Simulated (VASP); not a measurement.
Input of a VASP 6.6.1 run:

File INCAR:

```
SYSTEM = Si
PREC = Accurate
ENCUT = 520
EDIFF = 1E-7
ISMEAR = 0
SIGMA = 0.05
LREAL = .FALSE.
LASPH = .TRUE.
NELM = 100
ALGO = Normal
ISIF = 2
LWAVE = .FALSE.
LCHARG = .FALSE.
GGA = PE
NBANDS = 16
```

Contents of KPOINTS:

```
regular mesh
0
G
  12 12 6
  0 0 0
```

POSCAR

```
Si
1.0
    3.8182503661      0.0000000000      0.0000000000
   -1.9091251831      3.3067018151      0.0000000000
    0.0000000000      0.0000000000      6.4746071459
Si
4
Direct
    0.3333333333      0.6666666667      0.0770726086
    0.6666666667      0.3333333333      0.5770726086
    0.3333333333      0.6666666667      0.4229273914
    0.6666666667      0.3333333333      0.9229273914
```

Potentials or basis: VASP PAW PBE potentials, release 64 (Si).

Run with:

```console
$ cat potpaw_PBE.64/Si/POTCAR > POTCAR
$ mpirun -np 1 vasp_std > vasp.out
```

Question: Predict the band gap on the k mesh.

Answer: Zero (band 8 reaches 6.42 eV, above the bottom of band 9 at 6.15 eV).

Question: Predict the largest force.

Answer: 2.474 eV/Å.

Forces in eV/Å, atoms in the order of the input:
```
Si   0.000  0.000 -2.474
Si   0.000  0.000 -2.474
Si   0.000  0.000  2.474
Si   0.000  0.000  2.474
```

Caveat: forces of over 1 eV/Å act on the atoms, so gaps and moduli don't describe the material at rest.
